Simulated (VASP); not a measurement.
A run of VASP 6.6.1 is set up as follows.

Contents of INCAR:

```
ALGO     = Normal         # electronic algorithm
EDIFF    = 1E-7           # SCF threshold, eV
ENCUT    = 520            # plane-wave cutoff, eV
GGA      = CA             # functional
ISIF     = 2              # what is computed and relaxed
ISMEAR   = 0              # smearing method
LASPH    = T              # aspherical terms in the spheres
LCHARG   = F              # write CHGCAR
LREAL    = F              # projectors in reciprocal space
LWAVE    = F              # write WAVECAR
NBANDS   = 16             # bands
NELM     = 80             # most SCF steps
PREC     = Accurate       # precision mode
SIGMA    = 0.1            # smearing width, eV
```

KPOINTS

```
k-points
0
Gamma
  12 12 12
```

POSCAR

```
GaSb
1.0
    0.0000000000      3.0250672253      3.0250672253
    3.0250672253      0.0000000000      3.0250672253
    3.0250672253      3.0250672253      0.0000000000
Ga Sb
1 1
Direct
    0.0000000000      0.0000000000      0.0000000000
    0.7500000000      0.7500000000      0.7500000000
```

Potentials or basis: VASP PAW LDA potentials, release 64 (Ga_d, Sb).

Launch:

```bash
$ cat potpaw_LDA.64/Ga_d/POTCAR potpaw_LDA.64/Sb/POTCAR > POTCAR
$ mpirun -np 1 vasp_std > vasp.out
```

(1) What does it give for the pressure?

## Answers

(1) 0.2 GPa.
